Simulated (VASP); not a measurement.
Set up this calculation in VASP 6.6.1, as the native input.

* Task: relaxation of cell and atoms
* Functional: LDA
* Potentials or basis: VASP PAW LDA potentials, release 64 (Cs_sv)
* Cutoff: 500 eV
* k mesh: 4 × 4 × 4
* Occupations: gaussian, width 0.05 eV
* Spin: no spin polarisation
* Target pressure: 15 GPa
* Dipole correction: no
* Further INCAR settings: ALGO = Normal; EDIFF = 1e-07; IBRION = 2; EDIFFG = -0.02; NSW = 80; ISIF = 3

The structure of Cs lies in POSCAR:

```
Cs
1.0
    0.0000000000      5.2550000000      5.2550000000
    5.2550000000      0.0000000000      5.2550000000
    5.2550000000      5.2550000000      0.0000000000
Cs
2
Direct
    1.0000000000      1.0000000000      1.0000000000
    0.2500000000      0.2500000000      0.2500000000
```

This isn't the form of Cs at room conditions, which is bcc.

One way to write it, as run:

INCAR

```
ALGO     = Normal         # electronic algorithm
EDIFF    = 1E-7           # SCF threshold, eV
EDIFFG   = -0.02          # ionic threshold
ENCUT    = 500            # plane-wave cutoff, eV
GGA      = CA             # functional
GGA_COMPAT= F            
IBRION   = 2              # ionic algorithm
ISIF     = 3              # what is computed and relaxed
ISMEAR   = 0              # smearing method
LASPH    = T              # aspherical terms in the spheres
LCHARG   = F              # write CHGCAR
LREAL    = F              # projectors in reciprocal space
LWAVE    = F              # write WAVECAR
NELM     = 120            # most SCF steps
NELMIN   = 4            
NSW      = 80             # ionic steps
PREC     = Accurate       # precision mode
PSTRESS  = 150.0        
SIGMA    = 0.05           # smearing width, eV
```

KPOINTS

```
k-points
0
Gamma
  4 4 4
```

Potentials or basis: VASP PAW LDA potentials, release 64 (Cs_sv).

Command:

```bash
$ cat potpaw_LDA.64/Cs_sv/POTCAR > POTCAR
$ mpirun -np 1 vasp_std > vasp.out
```

It gave:

```
Relaxed volume                                             : 40.87 Å³/atom
Relaxed cell                                               : a = 4.871 Å, b = 4.871 Å, c = 4.871 Å, α = 60.00°, β = 60.00°, γ = 60.00°
Space group after relaxing (to 0.1 Å)                      : Fd-3m (No. 227)
Energy change on relaxing (the run minimises the enthalpy) : +1127.7 meV/atom
Ionic steps                                                : 10
Pressure after relaxing                                    : 15.0 GPa
Band gap on the k mesh                                     : zero (bands 9 and 10 overlap by 0.83 eV)
```

Caveat: the cell is relaxed towards a set pressure, so the run minimises the enthalpy, not the energy; the volume moved by over 15 % at a fixed basis, so the end points are rough; spin-orbit coupling is left out, which moves the levels of the heavy elements.

Run time: 7.3 min on 1 thread of Intel(R) Xeon(R) Platinum 8259CL CPU @ 2.50GHz (Skylake/Cascade Lake), with other jobs on the host, peak memory 0.44 GiB.
